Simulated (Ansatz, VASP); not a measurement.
# One calculation of MnS, two programs

The input INCAR:

```
SYSTEM = MnS
ALGO = Normal ; EDIFF = 1E-7
ENCUT = 520 ; GGA = PE
ISIF = 2 ; ISMEAR = 0
ISPIN = 2 ; LASPH = .True.
LCHARG = .False. ; LMAXMIX = 4
LORBIT = 11 ; LREAL = .False.
LWAVE = .False. ; MAGMOM = 4.63 0.14
NBANDS = 20 ; NELM = 150
PREC = Accurate ; SIGMA = 0.1
```

KPOINTS

```
k-points
0
Gamma
  14 14 14
  0 0 0
```

POSCAR

```
MnS
1.0
    0.0000000000      2.8222405763      2.8222405763
    2.8222405763      0.0000000000      2.8222405763
    2.8222405763      2.8222405763      0.0000000000
Mn S
1 1
Direct
    0.0000000000      0.0000000000      0.0000000000
    0.7500000000      0.7500000000      0.7500000000
```

Input for Ansatz:

```yaml
crystal:
  lattice:
    - [0.0, 2.8222405963, 2.8222405963]
    - [2.8222405963, 0.0, 2.8222405963]
    - [2.8222405963, 2.8222405963, 0.0]
  atoms:
    - { symbol: Mn, position: [0.0, 0.0, 0.0], spin: 4.63 }
    - { symbol: S, position: [0.25, 0.25, 0.25], spin: 0.14 }
basis:
  ecutwfc: 420
kpoints:
  mp_grid: { grid: [14, 14, 14] }
  band_path:
    path:
      - [[0.0, 0.0, 0.0], [-0.5, -0.5, 0.0], [-0.375, -0.375, 0.25]]
      - [[-0.375, 0.0, 0.375], [0.0, 0.0, 0.0], [0.0, 0.0, 0.5], [-0.5, -0.25, 0.25], [-0.5, -0.5, 0.0]]
    npoints: 14
hamiltonian:
  xc: pbe
scf:
  occupations: { method: gaussian, width: 0.1 }
  n_extra_bands: 6
output:
  forces: true
  stress: true
  eigenvalues: true
  populations: true
  dos: { projected: true, de: 0.02, nscf_kmesh: { grid: [21, 21, 21] } }
  bader: true
  write_density: true
  write_potential: true
  elf: true
  volumetric_format: npy
magnetization:
  spin_polarized: true
checkpoint:
  read: start.run
  write: ck
  compress: false
  write_wavefunctions: false
  write_every: 100000
```

Alike in both runs: task single point; functional PBE; k mesh 14 × 14 × 14; occupations gaussian, width 0.1 eV; collinear spin.

```csv
,VASP,Ansatz
version,VASP 6.6.1,Ansatz 0.2.0
potentials or method,"VASP PAW PBE potentials, release 64 (Mn_pv, S), cutoff 520 eV","scalar-relativistic, plane waves, PAW"
valence electrons in the cell,19,21
```

|  | VASP | Ansatz | Ansatz less VASP |
| --- | --- | --- | --- |
| gap on the k mesh at the Fermi level (eV) | none | none | - |
| pressure (GPa) | 0.0 | 0.0 | -0.03 |
| net moment per atom (μB) | 2.48 | 2.48 | 0.000 |
| size of the moment on the site where the two differ most (μB) | 4.36 | 4.21 | -0.157 |

Site moments also hang on the region over which each program counts them. A gap of «none» marks a metal or a gap that the smearing closes. VASP's potentials hold 19 valence electrons a cell and Ansatz's 21, so a difference there can come from the potentials and not from the codes. Ansatz's warnings: stability check not made.
